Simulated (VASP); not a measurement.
# Cd4InO (F-43m) in VASP: a series of runs

Cd4InO is run at these levels: PBE; tasks: single point.

All numbers are computed with VASP 6.6.1; they aren't measurements. Logs are shortened: lines on timing, memory, paths and dates and some standing lists are left out, and cuts for length are marked.

### Step 1. The cell of the first run

Symmetry: F-43m, No. 216, cubic system. Conventional cell: a = 8.270 Å, b = 8.270 Å, c = 8.270 Å, α = 90.00°, β = 90.00°, γ = 90.00°. Cd (site symmetry 3m) has 1 O at 1.38 Å within 1.8 Å. In (site symmetry -43m) has 12 Cd at 3.52 Å and 6 O at 4.13 Å within 4.6 Å. O (site symmetry -43m) has 4 Cd at 1.38 Å within 1.8 Å.

The cell was generated, and may not be a known phase.

### Step 2. Single point, PBE, collinear spin, ferromagnetic start

INCAR reads:

```
ALGO = Normal
EDIFF = 1E-6
ENCUT = 520
GGA = PE
ISIF = 2
ISMEAR = 0
ISPIN = 2
LASPH = T
LCHARG = F
LORBIT = 11
LREAL = F
LWAVE = F
MAGMOM = 0 0 0 0 0 1
NBANDS = 46
NELM = 150
PREC = Accurate
SIGMA = 0.1
```

KPOINTS reads:

```
k-points
0
Gamma
  4 4 4
```

POSCAR reads:

```
Cd4InO
1.0
    0.0000000000      4.1348660400      4.1348660400
    4.1348660400      0.0000000000      4.1348660400
    4.1348660400      4.1348660400      0.0000000000
Cd In O
4 1 1
Direct
    0.2101351000      0.5966216300      0.5966216300
    0.5966216300      0.5966216300      0.5966216300
    0.5966216300      0.2101351000      0.5966216300
    0.5966216300      0.5966216300      0.2101351000
    0.0000000000      0.0000000000      0.0000000000
    0.5000000000      0.5000000000      0.5000000000
```

Potentials or basis: VASP PAW PBE potentials, release 64 (Cd, In_d, O).

Command:

```sh
cat potpaw_PBE.64/Cd/POTCAR potpaw_PBE.64/In_d/POTCAR potpaw_PBE.64/O/POTCAR > POTCAR
mpirun -np 1 vasp_std > vasp.out
```

OUTCAR:

```text
EDIFF = 1E-6
   ENCUT = 520
   GGA = PE
   ISIF = 2
   ISMEAR = 0
   ISPIN = 2
   LASPH = T
   LORBIT = 11
   LREAL = F
   NELM = 150
   PREC = Accurate

 ion  position               nearest neighbor table
   1  0.210  0.597  0.597-   6 1.38   3 2.26   4 2.26   2 2.26   5 3.52   5 3.52   5 3.52   3 3.59
                             4 3.59   2 3.59
   2  0.597  0.597  0.597-   6 1.38   3 2.26   4 2.26   1 2.26   5 3.52   5 3.52   5 3.52   3 3.59
                             4 3.59   1 3.59
   3  0.597  0.210  0.597-   6 1.38   2 2.26   4 2.26   1 2.26   5 3.52   5 3.52   5 3.52   4 3.59
                             2 3.59   1 3.59
   4  0.597  0.597  0.210-   6 1.38   2 2.26   3 2.26   1 2.26   5 3.52   5 3.52   5 3.52   2 3.59
                             3 3.59   1 3.59
   5  0.000  0.000  0.000-   3 3.52   4 3.52   1 3.52   4 3.52   1 3.52   3 3.52   2 3.52   2 3.52
                             2 3.52   1 3.52   3 3.52   4 3.52
   6  0.500  0.500  0.500-   2 1.38   1 1.38   3 1.38   4 1.38

 -----------------------------------------------------------------------------
|                                                                             |
|           W    W    AA    RRRRR   N    N  II  N    N   GGGG   !!!           |
|           W    W   A  A   R    R  NN   N  II  NN   N  G    G  !!!           |
|           W    W  A    A  R    R  N N  N  II  N N  N  G       !!!           |
|           W WW W  AAAAAA  RRRRR   N  N N  II  N  N N  G  GGG   !            |
|           WW  WW  A    A  R   R   N   NN  II  N   NN  G    G                |
|           W    W  A    A  R    R  N    N  II  N    N   GGGG   !!!           |
|                                                                             |
|     The distance between some ions is very small. Please check the          |
|     nearest-neighbor list in the OUTCAR file.                               |
|     I HOPE YOU KNOW WHAT YOU ARE DOING!                                     |
|                                                                             |
 -----------------------------------------------------------------------------

  LATTYP: Found a face centered cubic cell.
 ALAT       =     8.2697320800

  Lattice vectors:

 A1 = (   0.0000000000,   4.1348660400,   4.1348660400)
 A2 = (   4.1348660400,   0.0000000000,   4.1348660400)
 A3 = (   4.1348660400,   4.1348660400,   0.0000000000)

Analysis of symmetry for initial positions (statically):
=====================================================================
 Subroutine PRICEL returns:
 Original cell was already a primitive cell.

 Routine SETGRP: Setting up the symmetry group for a
 face centered cubic supercell.

 Subroutine GETGRP returns: Found 24 space group operations
 (whereof 24 operations were pure point group operations)
 out of a pool of 48 trial point group operations.

The static configuration has the point symmetry T_d .

[... 164 lines left out ...]
  free energy    TOTEN  =        55.55985013 eV

  energy without entropy =       55.58330824  energy(sigma->0) =       55.57157918

 E-fermi :   3.6605     XC(G=0):  -9.6337

 val. band max:        3.5934932256   @ k =   0.5000   0.5000   0.0000
 cond. band min:       3.6715493811   @ k =   0.5000   0.2500   0.0000
 fundamental gap:      0.0780561554
 Fermi energy:         3.6605162673

 spin component 1

 k-point     1 :       0.0000    0.0000    0.0000
  band No.  band energies     occupation
      1     -29.6206      1.00000
      2     -18.6337      1.00000
      3     -18.6337      1.00000
      4     -18.6337      1.00000
      5     -10.7787      1.00000
      6     -10.7787      1.00000
[... 373 lines left out ...]
     44      10.3226      0.00000
     45      10.5343      0.00000
 Fermi energy:         3.6605162673

 spin component 2

 k-point     1 :       0.0000    0.0000    0.0000
  band No.  band energies     occupation
      1     -29.6206      1.00000
      2     -18.6338      1.00000
      3     -18.6338      1.00000
      4     -18.6338      1.00000
      5     -10.7787      1.00000
      6     -10.7787      1.00000
[... 373 lines left out ...]
     44      10.3226      0.00000
     45      10.5343      0.00000
 [bands above 45 left out]

------------------------ aborting loop because EDIFF is reached ----------------------------------------

  FORCE on cell =-STRESS in cart. coord.  units (eV):
  Direction    XX          YY          ZZ          XY          YZ          ZX
  --------------------------------------------------------------------------------------
  -------------------------------------------------------------------------------------
  Total      145.9287948    145.9287948    145.9287948      0.0000000     -0.0000000     -0.0000000
  in kB     1653.6258415   1653.6258415   1653.6258415      0.0000000     -0.0000000     -0.0000000
  external PRESSURE =    1653.6258415 kB  Pullay stress =       0.0000000 kB

 VOLUME and BASIS-vectors are now :
 -----------------------------------------------------------------------------
  energy-cutoff  :      520.00
  volume of cell :      141.39
      direct lattice vectors                 reciprocal lattice vectors
     0.000000000  4.134866040  4.134866040    -0.120922902  0.120922902  0.120922902
     4.134866040  0.000000000  4.134866040     0.120922902 -0.120922902  0.120922902
     4.134866040  4.134866040  0.000000000     0.120922902  0.120922902 -0.120922902

 POSITION                                       TOTAL-FORCE (eV/Angst)
 -----------------------------------------------------------------------------------
      4.93390      3.33583      3.33583        47.186308    -47.186308    -47.186308
      4.93390      4.93390      4.93390        47.186308     47.186308     47.186308
      3.33583      4.93390      3.33583       -47.186308     47.186308    -47.186308
      3.33583      3.33583      4.93390       -47.186308    -47.186308     47.186308
      0.00000      0.00000      0.00000         0.000000      0.000000      0.000000
      4.13487      4.13487      4.13487         0.000000      0.000000      0.000000
 -----------------------------------------------------------------------------------
    total drift:                                0.000032      0.000032      0.000032

  FREE ENERGIE OF THE ION-ELECTRON SYSTEM (eV)
  ---------------------------------------------------
  free  energy   TOTEN  =        55.5598501304 eV

  energy  without entropy=       55.5833082381  energy(sigma->0) =       55.57157918

 total charge

# of ion       s       p       d       tot
------------------------------------------
    1        0.800   0.962  10.048  11.810
    2        0.800   0.962  10.048  11.810
    3        0.800   0.962  10.048  11.810
    4        0.800   0.962  10.048  11.810
    5        0.999   0.468   9.830  11.296
    6        1.716   4.478   0.000   6.195
--------------------------------------------------
tot          5.913   8.795  50.024  64.732

 magnetization (x)

# of ion       s       p       d       tot
------------------------------------------
    1       -0.000  -0.000  -0.000  -0.000
    2       -0.000  -0.000  -0.000  -0.000
    3       -0.000  -0.000  -0.000  -0.000
    4       -0.000  -0.000  -0.000  -0.000
    5       -0.000   0.000  -0.000  -0.000
    6       -0.000  -0.000   0.000  -0.000
--------------------------------------------------
tot         -0.000  -0.000  -0.000  -0.000
```

OSZICAR:

```text
N       E                     dE             d eps       ncg     rms          rms(c)
DAV:   1     0.778426027907E+03    0.77843E+03   -0.33326E+04  1486   0.159E+03
DAV:   2     0.117565329752E+03   -0.66086E+03   -0.63116E+03  1500   0.461E+02
DAV:   3     0.506251784171E+02   -0.66940E+02   -0.65335E+02  1648   0.153E+02
DAV:   4     0.482416377175E+02   -0.23835E+01   -0.23689E+01  1638   0.275E+01
DAV:   5     0.481678653115E+02   -0.73772E-01   -0.73755E-01  1928   0.504E+00    0.160E+02
DAV:   6     0.545972649561E+02    0.64294E+01   -0.13020E+01  2022   0.276E+01    0.723E+01
DAV:   7     0.553717222353E+02    0.77446E+00   -0.66447E+00  1606   0.147E+01    0.493E+01
DAV:   8     0.554915125312E+02    0.11979E+00   -0.48798E-01  1624   0.507E+00    0.130E+01
DAV:   9     0.555388978824E+02    0.47385E-01   -0.20755E-01  1982   0.343E+00    0.332E+00
DAV:  10     0.555585836162E+02    0.19686E-01   -0.40459E-02  1680   0.127E+00    0.143E+00
DAV:  11     0.555594332839E+02    0.84967E-03   -0.21627E-02  1598   0.749E-01    0.657E-01
DAV:  12     0.555599421242E+02    0.50884E-03   -0.23762E-03  1634   0.424E-01    0.200E-01
DAV:  13     0.555598519377E+02   -0.90187E-04   -0.55895E-04  1600   0.111E-01    0.148E-01
DAV:  14     0.555598492419E+02   -0.26957E-05   -0.10061E-04  1660   0.830E-02    0.442E-02
DAV:  15     0.555598504918E+02    0.12499E-05   -0.24417E-05  1586   0.328E-02    0.115E-02
DAV:  16     0.555598501304E+02   -0.36141E-06   -0.32992E-06  1364   0.911E-03
   1 F= 0.55559850E+02 E0= 0.55571579E+02  d E =-.234581E-01  mag=     0.0000
```

It took 3.7 min on 1 thread of Intel Xeon 8259CL, shared host; peak memory 0.43 GiB.

Results:

* Free energy: 55.5599 eV
* Pressure: 165.4 GPa
* Largest force: 81.729 eV/Å
* Net moment: 0.00 μB per cell
* Valence electrons inside the program's atomic spheres: Cd 11.81; In 11.30; O 6.20

Forces on the atoms (eV/Å):
```
Cd   47.186 -47.186 -47.186
Cd   47.186  47.186  47.186
Cd  -47.186  47.186 -47.186
Cd  -47.186 -47.186  47.186
In    0.000   0.000   0.000
O     0.000   0.000   0.000
```

Caveat: atoms lie so close that the PAW spheres overlap strongly, which falsifies energies and pressures; the cell stands under pressure; spin-orbit coupling is left out, which moves the levels of the heavy elements; forces of over 1 eV/Å act on the atoms, so gaps and moduli don't describe the material at rest.

### Step 3. Single point, PBE, collinear spin, ferromagnetic start

This run uses another cell than the first one, of 31.13 Å³/atom.

INCAR reads:

```
PREC = Accurate ; ENCUT = 520
EDIFF = 1E-6 ; ISMEAR = 0
SIGMA = 0.1 ; LREAL = False
LASPH = True ; NELM = 150
ALGO = Normal ; ISIF = 2
LWAVE = False ; LCHARG = True
ISPIN = 2 ; MAGMOM = 0 0 0 0 0 1
LORBIT = 11 ; GGA = PE
LELF = True ; LVHAR = True
NBANDS = 46
```

KPOINTS reads:

```
Automatic mesh
0
Gamma
  4 4 4
```

POSCAR reads:

```
Cd4InO
1.0
    0.0000000000      4.5371826637      4.5371826637
    4.5371826637      0.0000000000      4.5371826637
    4.5371826637      4.5371826637      0.0000000000
Cd In O
4 1 1
Direct
    0.3619199743      0.3619199743      0.9142400770
    0.3619199743      0.9142400770      0.3619199743
    0.9142400770      0.3619199743      0.3619199743
    0.3619199743      0.3619199743      0.3619199743
    0.0000000000      0.0000000000      0.0000000000
    0.5000000000      0.5000000000      0.5000000000
```

Potentials or basis: VASP PAW PBE potentials, release 64 (Cd, In_d, O).

Command:

```sh
cat potpaw_PBE.64/Cd/POTCAR potpaw_PBE.64/In_d/POTCAR potpaw_PBE.64/O/POTCAR > POTCAR
mpirun -np 1 vasp_std > vasp.out
```

It took 4.6 min on 1 thread of Intel Xeon 8259CL, shared host; peak memory 0.46 GiB.

Results (log left out):

- Free energy: -10.7756 eV
- Pressure: 0.4 GPa
- Largest force: 0.066 eV/Å
- Net moment: 0.00 μB per cell
- Valence electrons inside the program's atomic spheres: Cd 10.29; In 11.21; O 4.94

Forces in eV/Å, atoms in the order of the input:
```
Cd   0.038  0.038 -0.038
Cd   0.038 -0.038  0.038
Cd  -0.038  0.038  0.038
Cd  -0.038 -0.038 -0.038
In   0.000  0.000  0.000
O    0.000  0.000  0.000
```

Levels at points of the mesh, in eV from the Fermi level:
Spin up:
```
           k point  band 31  band 32  band 33  band 34  band 35  band 36  band 37  band 38
(0.00, 0.00, 0.00)    -2.65    -0.48    -0.48    -0.48     1.12     1.12     1.12     1.99
(0.50, 0.00, 0.00)    -3.64    -1.09    -0.82    -0.82     1.38     1.38     2.62     3.54
(0.50, 0.50, 0.00)    -3.74    -1.06    -0.76    -0.76     0.31     2.98     3.41     3.41
```
Spin down:
```tsv
k point	band 31	band 32	band 33	band 34	band 35	band 36	band 37	band 38
(0.00, 0.00, 0.00)	-2.65	-0.48	-0.48	-0.48	1.12	1.12	1.12	1.99
(0.50, 0.00, 0.00)	-3.65	-1.09	-0.82	-0.82	1.38	1.38	2.62	3.54
(0.50, 0.50, 0.00)	-3.74	-1.06	-0.76	-0.76	0.31	2.98	3.41	3.41
```

Caveat: spin-orbit coupling is left out, which moves the levels of the heavy elements.
